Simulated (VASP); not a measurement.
# LiF (Fm-3m) in VASP: vibrations by perturbation theory with LDA

Aim: the vibrations by perturbation theory of LiF with LDA.

Program: VASP 6.6.1. These are calculated values, not measurements. Logs are shortened: lines on timing, memory, paths and dates and some standing lists are left out, and cuts for length are marked.

### Step 1. The cell of the first run

The structure is cubic, space group Fm-3m (No. 225). The conventional cell has a = 3.907 Å, b = 3.907 Å, c = 3.907 Å, α = 90.00°, β = 90.00°, γ = 90.00°. Li (site symmetry m-3m) has 6 F at 1.95 Å within 2.6 Å. Within 2.6 Å of F (site symmetry m-3m) lie 6 Li at 1.95 Å.

### Step 2. Vibrations by perturbation theory, LDA

File INCAR:

```
SYSTEM = LiF
  PREC = Accurate
  ENCUT = 520
  EDIFF = 1E-8
  ISMEAR = 0
  SIGMA = 0.01
  LREAL = .False.
  LASPH = .True.
  NELM = 60
  ALGO = Normal
  ISIF = 2
  LWAVE = .False.
  LCHARG = .False.
  GGA = CA
  IBRION = 8
  NSW = 1
  LEPSILON = .True.
```

File KPOINTS:

```
regular mesh
0
Gamma
  10 10 10
  0 0 0
```

File POSCAR:

```
LiF
1.0
    0.0000000000      1.9536223519      1.9536223519
    1.9536223519      0.0000000000      1.9536223519
    1.9536223519      1.9536223519      0.0000000000
Li F
1 1
Direct
    0.0000000000      0.0000000000      0.0000000000
    0.5000000000      0.5000000000      0.5000000000
```

Potentials or basis: VASP PAW LDA potentials, release 64 (Li_sv, F).

Launch:

```console
$ cat potpaw_LDA.64/Li_sv/POTCAR potpaw_LDA.64/F/POTCAR > POTCAR
$ mpirun -np 1 vasp_std > vasp.out
```

OUTCAR:

```text
SYSTEM = LiF
   PREC = Accurate
   ENCUT = 520
   EDIFF = 1E-8
   ISMEAR = 0
   LREAL = .False.
   LASPH = .True.
   NELM = 60
   ISIF = 2
   GGA = CA
   IBRION = 8
   NSW = 1
   LEPSILON = .True.

 ion  position               nearest neighbor table
   1  0.000  0.000  0.000-   2 1.95   2 1.95   2 1.95   2 1.95   2 1.95   2 1.95
   2  0.500  0.500  0.500-   1 1.95   1 1.95   1 1.95   1 1.95   1 1.95   1 1.95

  LATTYP: Found a face centered cubic cell.
 ALAT       =     3.9072447038

  Lattice vectors:

 A1 = (   0.0000000000,   1.9536223519,   1.9536223519)
 A2 = (   1.9536223519,   0.0000000000,   1.9536223519)
 A3 = (   1.9536223519,   1.9536223519,   0.0000000000)

Analysis of symmetry for initial positions (statically):
=====================================================================
 Subroutine PRICEL returns:
 Original cell was already a primitive cell.

 Routine SETGRP: Setting up the symmetry group for a
 face centered cubic supercell.

 Subroutine GETGRP returns: Found 48 space group operations
 (whereof 48 operations were pure point group operations)
 out of a pool of 48 trial point group operations.

The static configuration has the point symmetry O_h .

Analysis of symmetry for dynamics (positions and initial velocities):
=====================================================================
 Subroutine PRICEL returns:
 Original cell was already a primitive cell.

 Routine SETGRP: Setting up the symmetry group for a
 face centered cubic supercell.

 Subroutine GETGRP returns: Found 48 space group operations
 (whereof 48 operations were pure point group operations)
 out of a pool of 48 trial point group operations.

The dynamic configuration has the point symmetry O_h .

 Subroutine INISYM returns: Found 48 space group operations
 (whereof 48 operations are pure point group operations),
 and found     1 'primitive' translations
[... 520 lines left out ...]
     0.00670  0.00000  0.00000
    -0.00000  0.00544 -0.00000
     0.00000 -0.00000  0.00544

 MACROSCOPIC STATIC DIELECTRIC TENSOR (including local field effects in DFT)
 ------------------------------------------------------
           2.112220    -0.000000     0.000000
          -0.000000     2.112220     0.000000
          -0.000000     0.000000     2.112220
 ------------------------------------------------------

 PIEZOELECTRIC TENSOR (including local field effects)  for field in x, y, z        (e  Angst)
          XX          YY          ZZ          XY          YZ          ZX
  --------------------------------------------------------------------------------
  x     0.00000     0.00000     0.00000     0.00000     0.00000     0.00000
  y     0.00000     0.00000     0.00000     0.00000     0.00000     0.00000
  z     0.00000     0.00000     0.00000     0.00000     0.00000     0.00000

 PIEZOELECTRIC TENSOR (including local field effects)  for field in x, y, z        (C/m^2)
          XX          YY          ZZ          XY          YZ          ZX
  --------------------------------------------------------------------------------
  x     0.00000     0.00000     0.00000     0.00000     0.00000     0.00000
  y     0.00000     0.00000     0.00000     0.00000     0.00000     0.00000
  z     0.00000     0.00000     0.00000     0.00000     0.00000     0.00000

 BORN EFFECTIVE CHARGES (including local field effects) (in |e|, cummulative output)
 ---------------------------------------------------------------------------------
 ion    1
    1     1.03801     0.00000     0.00000
    2    -0.00000     1.03801     0.00000
    3     0.00000     0.00000     1.03801
 ion    2
    1    -1.03801    -0.00000     0.00000
    2     0.00000    -1.03801     0.00000
    3     0.00000     0.00000    -1.03801

 INTERNAL STRAIN TENSOR FOR ION    2 for displacements in x,y,z  (eV/Angst):
          X           Y           Z          XY          YZ          ZX
  --------------------------------------------------------------------------------
  x     0.00000     0.00000     0.00000     0.00000     0.00000     0.00000
  y     0.00000     0.00000     0.00000     0.00000     0.00000     0.00000
  z     0.00000     0.00000     0.00000     0.00000     0.00000     0.00000

 SECOND DERIVATIVES (NOT SYMMETRIZED)
 ------------------------------------
               1X          1Y          1Z          2X          2Y          2Z
  1X    -2.252867    0.000000    0.000000    2.252867    0.000000    0.000000
  1Y     0.000000   -2.252867    0.000000    0.000000    2.252867    0.000000
  1Z     0.000000    0.000000   -2.252867    0.000000    0.000000    2.252867
  2X     2.251397    0.000000    0.000000   -2.251397    0.000000    0.000000
  2Y     0.000000    2.251397    0.000000    0.000000   -2.251397    0.000000
  2Z     0.000000    0.000000    2.251397    0.000000    0.000000   -2.251397

 Eigenvectors and eigenvalues of the dynamical matrix
 ----------------------------------------------------

   1 f  =   10.368617 THz    65.147942 2PiTHz  345.859834 cm-1    42.881135 meV
             X         Y         Z           dx          dy          dz
      0.000000  0.000000  0.000000     0.000000   -0.854749    0.000000
      1.953622  1.953622  1.953622    -0.000000    0.519041    0.000000
[... 21 lines left out ...]
   6 f/i=    0.001501 THz     0.009432 2PiTHz    0.050074 cm-1     0.006208 meV
             X         Y         Z           dx          dy          dz
      0.000000  0.000000  0.000000     0.000000    0.000000   -0.519041
      1.953622  1.953622  1.953622     0.000000    0.000000   -0.854749

--------------------------------------------------------------------------------------------------------

 MACROSCOPIC STATIC DIELECTRIC TENSOR IONIC CONTRIBUTION
 ------------------------------------------------------
           5.805313     0.000000    -0.000000
           0.000000     5.805313    -0.000000
          -0.000000    -0.000000     5.805313
 ------------------------------------------------------

 ELASTIC MODULI CONTR FROM IONIC RELAXATION (kBar)
 Direction    XX          YY          ZZ          XY          YZ          ZX
 --------------------------------------------------------------------------------
 XX           0.0000      0.0000      0.0000      0.0000      0.0000      0.0000
 YY           0.0000      0.0000      0.0000      0.0000      0.0000      0.0000
 ZZ           0.0000      0.0000      0.0000      0.0000      0.0000      0.0000
 XY           0.0000      0.0000      0.0000      0.0000      0.0000      0.0000
 YZ           0.0000      0.0000      0.0000      0.0000      0.0000      0.0000
 ZX           0.0000      0.0000      0.0000      0.0000      0.0000      0.0000
 --------------------------------------------------------------------------------

 PIEZOELECTRIC TENSOR IONIC CONTR  for field in x, y, z        (C/m^2)
          XX          YY          ZZ          XY          YZ          ZX
  --------------------------------------------------------------------------------
  x     0.00000     0.00000     0.00000     0.00000     0.00000     0.00000
  y     0.00000     0.00000     0.00000     0.00000     0.00000     0.00000
  z     0.00000     0.00000     0.00000     0.00000     0.00000     0.00000
```

OSZICAR:

```text
N       E                     dE             d eps       ncg     rms          rms(c)
DAV:   1     0.252929390397E+02    0.25293E+02   -0.57481E+03   886   0.112E+03
DAV:   2    -0.102660228248E+02   -0.35559E+02   -0.35083E+02   951   0.203E+02
DAV:   3    -0.109822785539E+02   -0.71626E+00   -0.71474E+00  1065   0.268E+01
DAV:   4    -0.109928051770E+02   -0.10527E-01   -0.10514E-01  1132   0.294E+00
[... 212 lines left out ...]
RMM:  11    -0.509464775224E+00   -0.30255E-06    0.69351E-09  3987   0.240E-04    0.264E-06
RMM:  12    -0.509464758438E+00    0.16786E-07    0.68785E-08  4041   0.105E-04    0.185E-06
RMM:  13    -0.509464727569E+00    0.30869E-07   -0.58286E-08  4013   0.458E-05    0.330E-07
RMM:  14    -0.509464713886E+00    0.13683E-07    0.12198E-08  3615   0.208E-05    0.929E-08
 Linear response finished
```

stdout:

```text
POSCAR found type information on POSCAR LiF
 POSCAR found :  2 types and       2 ions
 scaLAPACK will be used
 LDA part: xc-table for (Slater(with rela. corr.)+CA(PZ))
 , standard interpolation
 POSCAR, INCAR and KPOINTS ok, starting setup
 FFT: planning ... GRIDC
 FFT: planning ... GRID_SOFT
 FFT: planning ... GRID
[... 24 lines left out ...]
 Linear response to external field, progress :
  Direction:   3
 dielectric tensor                  component  3 :    -0.006     0.090     2.112
 Linear response DOF=           2
 Linear response progress:
 first order change of Fermi-energy   0.15994E-01
 force on displaced ion       1 direction 1 :  -2.253   0.000   0.000
 Born effective charge ion    1 direction 1 :   1.038   0.000   0.000
 Linear response progress:
 first order change of Fermi-energy  -0.15477E-01
 force on displaced ion       2 direction 1 :  -2.251   0.000   0.000
 Born effective charge ion    2 direction 1 :  -1.038   0.000   0.000
 Born effective charges drift removed
 Linear response finished
```

It took 2.8 min on 1 thread of Intel Xeon 8259CL, shared host; peak memory 0.16 GiB.

What came out:

```yaml
Electronic_dielectric_tensor_diagonal: 2.11
Born_charges_mean_of_the_diagonal: Li +1.04; F -1.04 e
Highest_phonon_frequency_at_Γ_LO-TO_splitting_left_out: 346 cm⁻¹
```

Phonon frequencies in cm⁻¹ (negative: imaginary):
```
              q point        frequencies
(0.000, 0.000, 0.000)  0 0 0 346 346 346
```

Electronic dielectric tensor:
```
2.11 0.00 0.00
0.00 2.11 0.00
0.00 0.00 2.11
```

Born effective charge tensors (e):
atom 1, Li
```
1.04 0.00 0.00
0.00 1.04 0.00
0.00 0.00 1.04
```
atom 2, F
```
-1.04  0.00  0.00
 0.00 -1.04  0.00
 0.00  0.00 -1.04
```
